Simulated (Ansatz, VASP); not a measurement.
## Two plane-wave programs on Si2W

```
Si W
1.0
    -1.51817    1.51817    3.93572
     1.51817   -1.51817    3.93572
     1.51817    1.51817   -3.93572
Si W
2 1
Cartesian
  0.0000 0.0000 2.6343
  0.0000 0.0000 5.2371
  0.0000 0.0000 0.0000
```

Alike in both runs: task single point; functional LDA; k mesh 20 × 20 × 20; occupations gaussian, width 0.15 eV; no spin polarisation.

|  | VASP | Ansatz |
| --- | --- | --- |
| version | VASP 6.6.1 | Ansatz 0.2.0 |
| potentials or method | VASP PAW LDA potentials, release 64 (Si, W_sv), cutoff 520 eV | scalar-relativistic, plane waves, PAW |
| valence electrons in the cell | 22 | 22 |

Ansatz gave:

| Item | Value |
| --- | --- |
| gap on the k mesh at the Fermi level (eV) | none |
| pressure (GPa) | 23.5 |
| traceless stress, the component that is largest in VASP (GPa) | -17.58 |
| rms of the force components (eV/Å) | 0.135 |

Problem. Estimate VASP's values.

Solution. gap on the k mesh at the Fermi level (eV): none; pressure (GPa): 24.4; traceless stress, the component that is largest in VASP (GPa): -17.62; rms of the force components (eV/Å): 0.146.

Ansatz warns that its potentials were made for another functional, while VASP's fit it. LDA's correlation is that of Perdew and Zunger in VASP and of Perdew and Wang (1992) in Ansatz. Atom by atom the forces differ by 0.011 eV/Å (rms over components). A gap of «none» marks a metal or a gap that the smearing closes.

Neither program's run includes spin-orbit coupling.
